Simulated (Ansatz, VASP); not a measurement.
# Two plane-wave programs on H6C2O

Contents of INCAR:

```
SYSTEM = H6C2O
  PREC = Accurate
  ENCUT = 520
  EDIFF = 1E-6
  ISMEAR = -1
  SIGMA = 0.02
  LREAL = Auto
  LASPH = .True.
  NELM = 60
  ALGO = Normal
  ISIF = 2
  LWAVE = .False.
  LCHARG = .False.
  GGA = PE
  IVDW = 12
  IBRION = 2
  NSW = 35
  EDIFFG = -0.3
```

The input KPOINTS:

```
regular mesh
0
Gamma
  1 1 1
  0 0 0
```

POSCAR

```
H6C2O
1.0
    7.2936330000      0.0000000000      0.0000000000
    0.0000000000      7.2936330000      0.0000000000
    0.0000000000      0.0000000000      7.2936330000
C O H
8 4 24
Direct
    0.4694879000      0.3302574000      0.8779885000
    0.3182013000      0.3141642000      0.7371884000
    0.0233356000      0.7136171000     -0.0110418000
    0.1955544000      0.6659163000      0.0940135000
    0.7272371000      0.7669044000      0.5910352000
    0.7176499000      0.9670559000      0.5379431000
    0.9869371000      0.2638252000      0.2702720000
    0.7872034000      0.2567989000      0.2152415000
    0.3025624000      0.1247346000      0.6909042000
    0.3250002000      0.8086394000      0.0601864000
    0.5416841000      0.9970016000      0.4578826000
    0.7547455000      0.0796497000      0.1388541000
    0.2055605000      0.1130944000      0.6004028000
    0.1887756000      0.3666511000      0.7938463000
    0.3514677000      0.3967728000      0.6155942000
    0.4883475000      0.4731036000      0.9193405000
    0.4356331000      0.2490447000      0.9990848000
    0.5981323000      0.2791307000      0.8210441000
    0.4362091000      0.7790939000      0.1272312000
    0.1651015000      0.6545625000      0.2411859000
    0.2490631000      0.5326720000      0.0482014000
   -0.0818751000      0.6088108000      0.0093807000
   -0.0302065000      0.8454323000      0.0354767000
    0.0536555000      0.7236864000     -0.1572789000
    0.5343054000      1.1253997000      0.4233161000
    0.7370271000      1.0539870000      0.6595306000
    0.8276033000      1.0001795000      0.4403262000
    0.8596778000      0.7350108000      0.6535891000
    0.6186461000      0.7345834000      0.6888580000
    0.7091149000      0.6808398000      0.4699136000
    0.6265972000      0.0739028000      0.1030721000
    0.6993952000      0.2805730000      0.3354102000
    0.7572002000      0.3651039000      0.1148134000
    1.0206954000      0.3970329000      0.3301621000
    1.0161618000      0.1569018000      0.3708666000
    1.0738982000      0.2413325000      0.1505314000
```

Input for Ansatz:

```yaml
accuracy: low
crystal:
  lattice:
    - [7.293633, 0.0, 0.0]
    - [0.0, 7.293633, 0.0]
    - [0.0, 0.0, 7.293633]
  atoms:
    - { symbol: C, position: [0.4694879, 0.3302574, 0.8779885] }
    - { symbol: C, position: [0.3182013, 0.3141642, 0.7371884] }
    - { symbol: O, position: [0.3025624, 0.1247346, 0.6909042] }
    - { symbol: H, position: [0.2055605, 0.1130944, 0.6004028] }
    - { symbol: H, position: [0.1887756, 0.3666511, 0.7938463] }
    - { symbol: H, position: [0.3514677, 0.3967728, 0.6155942] }
    - { symbol: H, position: [0.4883475, 0.4731036, 0.9193405] }
    - { symbol: H, position: [0.4356331, 0.2490447, 0.9990848] }
    - { symbol: H, position: [0.5981323, 0.2791307, 0.8210441] }
    - { symbol: C, position: [0.0233356, 0.7136171, -0.0110418] }
    - { symbol: C, position: [0.1955544, 0.6659163, 0.0940135] }
    - { symbol: O, position: [0.3250002, 0.8086394, 0.0601864] }
    - { symbol: H, position: [0.4362091, 0.7790939, 0.1272312] }
    - { symbol: H, position: [0.1651015, 0.6545625, 0.2411859] }
    - { symbol: H, position: [0.2490631, 0.532672, 0.0482014] }
    - { symbol: H, position: [-0.0818751, 0.6088108, 0.0093807] }
    - { symbol: H, position: [-0.0302065, 0.8454323, 0.0354767] }
    - { symbol: H, position: [0.0536555, 0.7236864, -0.1572789] }
    - { symbol: C, position: [0.7272371, 0.7669044, 0.5910352] }
    - { symbol: C, position: [0.7176499, 0.9670559, 0.5379431] }
    - { symbol: O, position: [0.5416841, 0.9970016, 0.4578826] }
    - { symbol: H, position: [0.5343054, 1.1253997, 0.4233161] }
    - { symbol: H, position: [0.7370271, 1.053987, 0.6595306] }
    - { symbol: H, position: [0.8276033, 1.0001795, 0.4403262] }
    - { symbol: H, position: [0.8596778, 0.7350108, 0.6535891] }
    - { symbol: H, position: [0.6186461, 0.7345834, 0.688858] }
    - { symbol: H, position: [0.7091149, 0.6808398, 0.4699136] }
    - { symbol: C, position: [0.9869371, 0.2638252, 0.270272] }
    - { symbol: C, position: [0.7872034, 0.2567989, 0.2152415] }
    - { symbol: O, position: [0.7547455, 0.0796497, 0.1388541] }
    - { symbol: H, position: [0.6265972, 0.0739028, 0.1030721] }
    - { symbol: H, position: [0.6993952, 0.280573, 0.3354102] }
    - { symbol: H, position: [0.7572002, 0.3651039, 0.1148134] }
    - { symbol: H, position: [1.0206954, 0.3970329, 0.3301621] }
    - { symbol: H, position: [1.0161618, 0.1569018, 0.3708666] }
    - { symbol: H, position: [1.0738982, 0.2413325, 0.1505314] }
basis:
  ecutwfc: 420.0
kpoints:
  mp_grid: { grid: [1, 1, 1] }
hamiltonian:
  xc: pbe
  dispersion: d3bj
scf:
  occupations: { method: fermi_dirac, width: 0.02 }
  lower_state_search: "off"
relax:
  f_tol: 0.3
  max_steps: 15
  adjacent_minimum: "off"
output:
  write_density: true
  write_potential: true
  elf: true
  volumetric_format: npy
```

Alike in both runs: task relaxation of the atoms; functional PBE; dispersion D3(BJ); k mesh 1 × 1 × 1; occupations fermi-dirac, width 0.02 eV; no spin polarisation.

|  | VASP | Ansatz |
| --- | --- | --- |
| version | VASP 6.6.1 | Ansatz 0.2.0 |
| potentials or method | VASP PAW PBE potentials, release 64 (C, O, H), cutoff 520 eV | scalar-relativistic, plane waves, PAW |
| valence electrons in the cell | 80 | 80 |

|  | VASP | Ansatz | Ansatz less VASP |
| --- | --- | --- | --- |
| gap on the k mesh at the Fermi level, each at its own relaxed structure (eV) | 4.65 | 4.69 | +0.041 |
